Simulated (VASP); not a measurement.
# TaAs (I4_1md) in VASP: single point with PBE

Aim: the single point of TaAs with PBE.

All numbers are computed with VASP 6.6.1; they aren't measurements. Logs are shortened: lines on timing, memory, paths and dates and some standing lists are left out, and cuts for length are marked.

## 1. The cell of the first run

The structure is tetragonal, space group I4_1md (No. 109). The conventional cell has a = 3.463 Å, b = 3.463 Å, c = 11.734 Å, α = 90.00°, β = 90.00°, γ = 90.00°. Ta (site symmetry 2mm) has 6 As at 2.62 to 2.63 Å and 8 Ta at 3.41 to 3.46 Å within 3.5 Å. Within 3.5 Å of As (site symmetry 2mm) lie 6 Ta at 2.62 to 2.63 Å and 8 As at 3.41 to 3.46 Å.

## 2. Single point, PBE

Contents of INCAR:

```
ALGO = Normal
EDIFF = 1E-7
ENCUT = 520
GGA = PE
ISIF = 2
ISMEAR = 0
LASPH = True
LCHARG = True
LELF = True
LREAL = False
LVHAR = True
LWAVE = False
NBANDS = 24
NELM = 60
PREC = Accurate
SIGMA = 0.1
```

Contents of KPOINTS:

```
k-points
0
Gamma
  18 18 18
```

Contents of POSCAR:

```
TaAs
1.0
   -1.7314520403      1.7314520403      5.8671893744
    1.7314520403     -1.7314520403      5.8671893744
    1.7314520403      1.7314520403     -5.8671893744
Ta As
2 2
Direct
    0.5001746342      1.0001746342      0.5000000000
    0.7501746342      0.7501746342      0.0000000000
    0.0824247858      0.5824247858      0.5000000000
    0.3324247858      0.3324247858      0.0000000000
```

Potentials or basis: VASP PAW PBE potentials, release 64 (Ta_pv, As).

The run is started by

```
$ cat potpaw_PBE.64/Ta_pv/POTCAR potpaw_PBE.64/As/POTCAR > POTCAR
$ mpirun -np 1 vasp_std > vasp.out
```

OUTCAR:

```text
EDIFF = 1E-7
   ENCUT = 520
   GGA = PE
   ISIF = 2
   ISMEAR = 0
   LASPH = True
   LREAL = False
   NELM = 60
   PREC = Accurate

 ion  position               nearest neighbor table
   1  0.500  0.000  0.500-   4 2.62   4 2.62   3 2.63   3 2.63   3 2.63   3 2.63   2 3.41   2 3.41
                             2 3.41   2 3.41
   2  0.750  0.750  0.000-   3 2.62   3 2.62   4 2.63   4 2.63   4 2.63   4 2.63   1 3.41   1 3.41
                             1 3.41   1 3.41
   3  0.082  0.582  0.500-   2 2.62   2 2.62   1 2.63   1 2.63   1 2.63   1 2.63
   4  0.332  0.332  0.000-   1 2.62   1 2.62   2 2.63   2 2.63   2 2.63   2 2.63

  LATTYP: Found a body centered tetragonal cell.
 ALAT       =     3.4629040806
 C/A-ratio  =     3.3885947966

  Lattice vectors:

 A1 = (  -1.7314520403,   1.7314520403,   5.8671893744)
 A2 = (   1.7314520403,  -1.7314520403,   5.8671893744)
 A3 = (   1.7314520403,   1.7314520403,  -5.8671893744)

Analysis of symmetry for initial positions (statically):
=====================================================================
 Subroutine PRICEL returns:
 Original cell was already a primitive cell.

 Routine SETGRP: Setting up the symmetry group for a
 body centered tetragonal supercell.

 Subroutine GETGRP returns: Found  8 space group operations
 (whereof  4 operations were pure point group operations)
 out of a pool of 16 trial point group operations.

The static configuration has the point symmetry C_2v.
 The point group associated with its full space group is C_4v.

Analysis of symmetry for dynamics (positions and initial velocities):
=====================================================================
 Subroutine PRICEL returns:
 Original cell was already a primitive cell.

 Routine SETGRP: Setting up the symmetry group for a
 body centered tetragonal supercell.

 Subroutine GETGRP returns: Found  8 space group operations
 (whereof  4 operations were pure point group operations)
 out of a pool of 16 trial point group operations.

The dynamic configuration has the point symmetry C_2v.
 The point group associated with its full space group is C_4v.

 Subroutine INISYM returns: Found  8 space group operations
 (whereof  4 operations are pure point group operations),
 and found     1 'primitive' translations

----------------------------------------------------------------------------------------

                                     Primitive cell

  volume of cell :      70.3576

  direct lattice vectors                    reciprocal lattice vectors
    -1.731452040  1.731452040  5.867189374     0.000000000  0.288774964  0.085219680
     1.731452040 -1.731452040  5.867189374     0.288774964  0.000000000  0.085219680
     1.731452040  1.731452040 -5.867189374     0.288774964  0.288774964  0.000000000

  length of vectors
     6.357653930  6.357653930  6.357653930     0.301086987  0.301086987  0.408389470

  position of ions in fractional coordinates (direct lattice)
     0.500174634  0.000174634  0.500000000
     0.750174634  0.750174634  0.000000000
     0.082424786  0.582424786  0.500000000
     0.332424786  0.332424786  0.000000000

  ion indices of the primitive-cell ions
   primitive index   ion index
                 1           1
                 2           2
                 3           3
                 4           4

----------------------------------------------------------------------------------------

 KPOINTS: k-points

Automatic generation of k-mesh.
 Grid dimensions read from file:
 generate k-points for:   18   18   18

 Generating k-lattice:

  Cartesian coordinates                     Fractional coordinates (reciprocal lattice)
     0.000000000  0.016043054  0.004734427     0.055555556 -0.000000000  0.000000000
     0.016043054  0.000000000  0.004734427    -0.000000000  0.055555556  0.000000000
     0.016043054  0.016043054  0.000000000     0.000000000  0.000000000  0.055555556

  Length of vectors
     0.016727055  0.016727055  0.022688304

  Shift w.r.t. Gamma in fractional coordinates (k-lattice)
     0.000000000  0.000000000  0.000000000

 Subroutine IBZKPT returns following result:
 ===========================================

 Found    480 irreducible k-points:

 Following reciprocal coordinates:
            Coordinates               Weight
  0.000000  0.000000  0.000000      1.000000
  0.055556  0.000000  0.000000      8.000000
  0.111111  0.000000  0.000000      8.000000
  0.166667  0.000000 -0.000000      8.000000
  0.222222 -0.000000  0.000000      8.000000
  0.277778  0.000000 -0.000000      8.000000
[... 16 lines left out ...]
 -0.277778  0.055556  0.000000     16.000000
 -0.222222  0.055556 -0.000000     16.000000
 [... further k-points ...]
   k-points           NKPTS =    480   k-points in BZ     NKDIM =    480   number of bands    NBANDS=     24
   number of dos      NEDOS =    301   number of ions     NIONS =      4
   total plane-waves  NPLWV = 110592
   dimension x,y,z NGX =    48 NGY =   48 NGZ =   48
   dimension x,y,z NGXF=    96 NGYF=   96 NGZF=   96
   ions per type =               2   2
   NGX,Y,Z   is equivalent  to a cutoff of  12.55, 12.55, 12.55 a.u.
   NGXF,Y,Z  is equivalent  to a cutoff of  25.10, 25.10, 25.10 a.u.
 SYSTEM =  unknown system
   PREC   = accura    normal or accurate (medium, high low for compatibility)
   ISTART =      0    job   : 0-new  1-cont  2-samecut
   ICHARG =      2    charge: 1-file 2-atom 10-const
   ISPIN  =      1    spin polarized calculation?
   LNONCOLLINEAR =      F non collinear calculations
   LSORBIT =      F    spin-orbit coupling
   LASPH  =      T    aspherical Exc in radial PAW
   ENCUT  =  520.0 eV  38.22 Ry    6.18 a.u.  11.82 11.82 11.82*2*pi/ulx,y,z
   NELM   =     60;   NELMIN=  2; NELMDL= -5     # of ELM steps
   EDIFF  = 0.1E-06   stopping-criterion for ELM
   LREAL  =      F    real-space projection
   EDIFFG = 0.1E-05   stopping-criterion for IOM
   NSW    =      0    number of steps for IOM
   IBRION =     -1    ionic relax: 0-MD 1-quasi-New 2-CG
   NFREE  =      0    steps in history (QN), initial steepest desc. (CG)
   ISIF   =      2    stress and relaxation
   ISYM   =      2    0-nonsym 1-usesym 2-fastsym
   POTIM  = 0.5000    time-step for ionic-motion
   TEBEG  =    0.0;   TEEND  =   0.0 temperature during run
   PSTRESS=    0.0 pullay stress
   NELECT =      32.0000    total number of electrons
   NUPDOWN=      -1.0000    fix difference up-down
   EMIN   =  10.00;   EMAX   =-10.00  energy-range for DOS
   EFERMI =   0.00;   METHOD = LEGACY
   ISMEAR =     0;   SIGMA  =   0.10  broadening in eV -4-tet -1-fermi 0-gaus
   EFERMI_NEDOS =   21; number of points for ismear=-14 and -15
   IALGO  =     38    algorithm
   IMIX   =      4    mixing-type and parameters
     AMIX     =   0.40;   BMIX     =  1.00
     AMIX_MAG =   1.60;   BMIX_MAG =  1.00
  volume/ion in A,a.u.               =      17.59       118.70
  Fermi-wavevector in a.u.,A,eV,Ry     =   1.258987  2.379140 21.565881  1.585048
  Thomas-Fermi vector in A             =   2.392569
   LORBIT       =      0    0 simple, 1 ext, 2 COOP (PROOUT), +10 PAW based schemes
   GGA     = PE    functional components
   LHFCALC =     F    Hartree Fock is set to
   AEXX    =    0.0000 exact exchange contribution
   IVDW    =     0    specifies the selected vdW correction
   LEPSILON=     F    determine dielectric tensor
   LRPA    =     F    only Hartree local field effects (RPA)
 non-spin polarized calculation
 Gauss-broadening in eV      SIGMA  =   0.10
  energy-cutoff  :      520.00
  volume of cell :       70.36
 maximum number of plane-waves:      1930
   NGX = 23   NGY = 23   NGZ = 23

 number of electron      32.0000002 magnetization

 Free energy of the ion-electron system (eV)
  ---------------------------------------------------
  ext. energy  EPLUGINS =         0.00000000
  ---------------------------------------------------
  free energy    TOTEN  =       -35.11802450 eV

  energy without entropy =      -35.11634441  energy(sigma->0) =      -35.11718446

 E-fermi :   6.8672     XC(G=0): -11.8560

 val. band max:        6.8575584831   @ k =  -0.3333   0.4444   0.3333
 cond. band min:       6.8674180980   @ k =  -0.1111  -0.4444   0.1111
 fundamental gap:      0.0098596149
 Fermi energy:         6.8671891218

 k-point     1 :       0.0000    0.0000    0.0000
  band No.  band energies     occupation
      1     -28.1309      2.00000
      2     -28.1003      2.00000
      3     -28.1003      2.00000
      4     -27.9549      2.00000
      5     -27.9549      2.00000
      6     -27.9013      2.00000
[... 16 lines left out ...]
     23      10.8968      0.00000
     24      10.8969      0.00000

 k-point     2 :       0.0556    0.0000    0.0000
  band No.  band energies     occupation
      1     -28.1300      2.00000
      2     -28.1041      2.00000
      3     -28.0998      2.00000
      4     -27.9593      2.00000
      5     -27.9544      2.00000
      6     -27.9017      2.00000
[... 16 lines left out ...]
     23      10.5509      0.00000
     24      11.0463      0.00000

 k-point     3 :       0.1111    0.0000    0.0000
  band No.  band energies     occupation
      1     -28.1309      2.00000
      2     -28.1114      2.00000
      3     -28.0986      2.00000
      4     -27.9718      2.00000
      5     -27.9529      2.00000
      6     -27.9033      2.00000
[... 16 lines left out ...]
     23      10.6726      0.00000
     24      11.4407      0.00000
[... 514 lines left out ...]
 k-point    23 :      -0.2778    0.0556    0.0000
  band No.  band energies     occupation
      1     -28.1953      2.00000
      2     -28.0996      2.00000
      3     -28.0893      2.00000
      4     -28.0328      2.00000
      5     -27.9495      2.00000
      6     -27.9140      2.00000
[... 16 lines left out ...]
     23      11.5642      0.00000
     24      12.6407      0.00000

 k-point    24 :      -0.2222    0.0556   -0.0000
  band No.  band energies     occupation
      1     -28.1690      2.00000
      2     -28.1051      2.00000
      3     -28.0953      2.00000
      4     -28.0117      2.00000
      5     -27.9524      2.00000
      6     -27.9083      2.00000
[... 16 lines left out ...]
     23      11.4551      0.00000
     24      12.1772      0.00000

 [... further k-points ...]
[... 5 lines left out ...]
  --------------------------------------------------------------------------------------
  -------------------------------------------------------------------------------------
  Total        0.2067783      0.2067783      0.1562202      0.0000000      0.0000000      0.0000000
  in kB        4.7087379      4.7087379      3.5574337      0.0000000      0.0000000      0.0000000
  external PRESSURE =       4.3249698 kB  Pullay stress =       0.0000000 kB

 VOLUME and BASIS-vectors are now :
 -----------------------------------------------------------------------------
  energy-cutoff  :      520.00
  volume of cell :       70.36
      direct lattice vectors                 reciprocal lattice vectors
    -1.731452040  1.731452040  5.867189374     0.000000000  0.288774964  0.085219680
     1.731452040 -1.731452040  5.867189374     0.288774964  0.000000000  0.085219680
     1.731452040  1.731452040 -5.867189374     0.288774964  0.288774964  0.000000000

 POSITION                                       TOTAL-FORCE (eV/Angst)
 -----------------------------------------------------------------------------------
      0.00000      1.73145      0.00205         0.000000     -0.000000      0.002051
      0.00000      0.00000      8.80283        -0.000000      0.000000      0.002051
      1.73145     -0.00000      0.96720         0.000000      0.000000     -0.002051
      0.00000      0.00000      3.90080        -0.000000     -0.000000     -0.002051
 -----------------------------------------------------------------------------------
    total drift:                                0.000000      0.000000     -0.000009

  FREE ENERGIE OF THE ION-ELECTRON SYSTEM (eV)
  ---------------------------------------------------
  free  energy   TOTEN  =       -35.1180244997 eV

  energy  without entropy=      -35.1163444120  energy(sigma->0) =      -35.11718446
```

Wall time 38 min (1 thread of Intel Xeon 8259CL, shared host); peak memory 0.88 GiB.

Results:

| Item | Value |
| --- | --- |
| Free energy | -35.1180 eV |
| Pressure | 0.4 GPa |
| Band gap on the k mesh | zero (bands 16 and 17 overlap by 0.02 eV) |

Forces in eV/Å, atoms in the order of the input:
```
Ta   0.000  0.000  0.002
Ta   0.000  0.000  0.002
As   0.000  0.000 -0.002
As   0.000  0.000 -0.002
```

Stress tensor (GPa, compression positive):
```
0.47 0.00 0.00
0.00 0.47 0.00
0.00 0.00 0.36
```

Caveat: spin-orbit coupling is left out, which moves the levels of the heavy elements.
